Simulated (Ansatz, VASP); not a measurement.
One calculation of ScAl, two programs

Contents of POSCAR:

```
ScAl
1.0
    3.4778499158      0.0000000000      0.0000000000
    0.0000000000      3.4778499158      0.0000000000
    0.0000000000      0.0000000000      3.4778499158
Sc Al
1 1
Direct
    0.5000000000      0.5000000000      0.5000000000
    0.0000000000      0.0000000000      0.0000000000
```

File INCAR.step1:

```
SYSTEM = ScAl
PREC = Accurate
ENCUT = 520
ISMEAR = 0
SIGMA = 0.1
LREAL = .FALSE.
LASPH = .TRUE.
NELM = 60
NBANDS = 14
GGA = PE
ALGO = Normal
EDIFF = 1E-4
LWAVE = .TRUE.
LCHARG = .FALSE.
```

File INCAR.step2:

```
SYSTEM = ScAl
PREC = Accurate
ENCUT = 520
EDIFF = 1E-7
ISMEAR = 0
SIGMA = 0.1
LREAL = .FALSE.
LASPH = .TRUE.
NELM = 60
ALGO = Normal
ISIF = 2
LWAVE = .FALSE.
LCHARG = .FALSE.
METAGGA = R2SCAN
LMIXTAU = .TRUE.
NBANDS = 14
ISTART = 1
```

The input KPOINTS:

```
regular mesh
0
G
  12 12 12
  0 0 0
```

Input for Ansatz:

```yaml
crystal:
  lattice:
    - [3.4778499158, 0.0, 0.0]
    - [0.0, 3.4778499158, 0.0]
    - [0.0, 0.0, 3.4778499158]
  atoms:
    - { symbol: Sc, position: [0.5, 0.5, 0.5] }
    - { symbol: Al, position: [0.0, 0.0, 0.0] }
basis:
  ecutwfc: 500
kpoints:
  mp_grid: { grid: [12, 12, 12] }
hamiltonian:
  xc: r2scan
scf:
  occupations: { method: gaussian, width: 0.1 }
output:
  forces: true
  stress: true
  eigenvalues: true
```

Alike in both runs: task single point; functional r2SCAN; k mesh 12 × 12 × 12; occupations gaussian, width 0.1 eV; no spin polarisation.

```csv
,VASP,Ansatz
version,VASP 6.6.1,Ansatz 0.2.0
potentials or method,"VASP PAW PBE potentials, release 64 (Sc_sv, Al), cutoff 520 eV","scalar-relativistic, plane waves, PAW"
valence electrons in the cell,14,14
```

|  | VASP | Ansatz | Ansatz less VASP |
| --- | --- | --- | --- |
| gap on the k mesh at the Fermi level (eV) | none | none | - |
| pressure (GPa) | -6.3 | -6.4 | -0.13 |

VASP's potentials were made for PBE, not for r2SCAN. A gap of «none» marks a metal or a gap that the smearing closes. With one functional, cell and mesh, what is left measures potentials, basis and numerics.
